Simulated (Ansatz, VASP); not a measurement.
# TiSn3O8 in VASP and in Ansatz

Contents of INCAR:

```
ALGO = Normal ; EDIFF = 1E-7
ENCUT = 520 ; GGA = PS
ISIF = 2 ; ISMEAR = 0
LASPH = T ; LCHARG = F
LREAL = F ; LWAVE = F
NBANDS = 63 ; NELM = 80
PREC = Accurate ; SIGMA = 0.02
```

The input KPOINTS:

```
k-points
0
Gamma
  6 6 4
```

The input POSCAR:

```
TiSn3O8
1.0
    3.3756637786     -3.3817048392      0.0000000000
    3.3756637786      3.3817048392      0.0000000000
    0.0000000000      0.0000000000      6.3602747042
Ti Sn O
1 3 8
Direct
    0.0000000000      0.0000000000      0.5000000000
    0.5000000000      0.5000000000      0.7452924662
    0.5000000000      0.5000000000      0.2547075338
    0.0000000000      0.0000000000      0.0000000000
    0.3061770374      0.3061770374      0.0000000000
    0.2969675160      0.2969675160      0.5000000000
    0.1896142717      0.8103857283      0.7383647090
    0.1896142717      0.8103857283      0.2616352910
    0.8103857283      0.1896142717      0.7383647090
    0.8103857283      0.1896142717      0.2616352910
    0.6938229626      0.6938229626      0.0000000000
    0.7030324840      0.7030324840      0.5000000000
```

Input for Ansatz:

```yaml
crystal:
  lattice:
    - [3.3756637786, -3.3817048392, 0.0]
    - [3.3756637786, 3.3817048392, 0.0]
    - [0.0, 0.0, 6.3602747042]
  atoms:
    - { symbol: Ti, position: [0.0, 0.0, 0.5] }
    - { symbol: Sn, position: [0.5, 0.5, 0.7452924662] }
    - { symbol: Sn, position: [0.5, 0.5, 0.2547075338] }
    - { symbol: Sn, position: [0.0, 0.0, 0.0] }
    - { symbol: O, position: [0.3061770374, 0.3061770374, 0.0] }
    - { symbol: O, position: [0.296967516, 0.296967516, 0.5] }
    - { symbol: O, position: [0.1896142717, 0.8103857283, 0.738364709] }
    - { symbol: O, position: [0.1896142717, 0.8103857283, 0.261635291] }
    - { symbol: O, position: [0.8103857283, 0.1896142717, 0.738364709] }
    - { symbol: O, position: [0.8103857283, 0.1896142717, 0.261635291] }
    - { symbol: O, position: [0.6938229626, 0.6938229626, 0.0] }
    - { symbol: O, position: [0.703032484, 0.703032484, 0.5] }
basis:
  ecutwfc: 420
kpoints:
  mp_grid: { grid: [6, 6, 4] }
  band_path:
    path:
      - [[0.0, 0.0, 0.0], [-0.5, 0.5, 0.0], [-0.4991076, 0.5008924, 0.0]]
      - [[0.4991076, 0.4991076, 0.0], [0.0, 0.0, 0.0], [0.0, 0.0, 0.5], [0.4991076, 0.4991076, 0.5]]
      - [[-0.4991076, 0.5008924, 0.5], [-0.5, 0.5, 0.5], [-0.5, 0.5, 0.0]]
      - [[0.0, 0.0, 0.0], [0.0, 0.5, 0.0], [0.0, 0.5, 0.5], [0.0, 0.0, 0.5], [-0.5, 0.5, 0.5]]
    npoints: 10
hamiltonian:
  xc: pbesol
scf:
  occupations: { method: gaussian, width: 0.02 }
  n_extra_bands: 30
output:
  forces: true
  stress: true
  eigenvalues: true
  populations: true
  dos: { projected: true, de: 0.02, nscf_kmesh: { grid: [9, 9, 6] } }
  bader: false
  write_density: true
  write_potential: true
  elf: true
  volumetric_format: npy
```

Alike in both runs: task single point; functional PBEsol; k mesh 6 × 6 × 4; occupations gaussian, width 0.02 eV; no spin polarisation.

|  | VASP | Ansatz |
| --- | --- | --- |
| version | VASP 6.6.1 | Ansatz 0.2.0 |
| potentials or method | VASP PAW PBE potentials, release 64 (Ti_sv, Sn_d, O), cutoff 520 eV | scalar-relativistic, plane waves, PAW |
| valence electrons in the cell | 102 | 102 |

VASP gave:

| Property | Result |
| --- | --- |
| gap on the k mesh at the Fermi level (eV) | 1.66 |
| least direct gap on the mesh (eV) | 1.76 |
| pressure (GPa) | -5.4 |
| traceless stress, the component that is largest in VASP (GPa) | -0.42 |
| rms of the force components (eV/Å) | 0.022 |

Problem. What did Ansatz give for the same quantities?

Solution. gap on the k mesh at the Fermi level (eV): 1.69; least direct gap on the mesh (eV): 1.77; pressure (GPa): -6.0; traceless stress, the component that is largest in VASP (GPa): -0.61; rms of the force components (eV/Å): 0.029.

VASP's potentials were made for PBE, not for PBEsol. Atom by atom the forces differ by 0.008 eV/Å (rms over components). With one functional, cell and mesh, what is left measures potentials, basis and numerics.
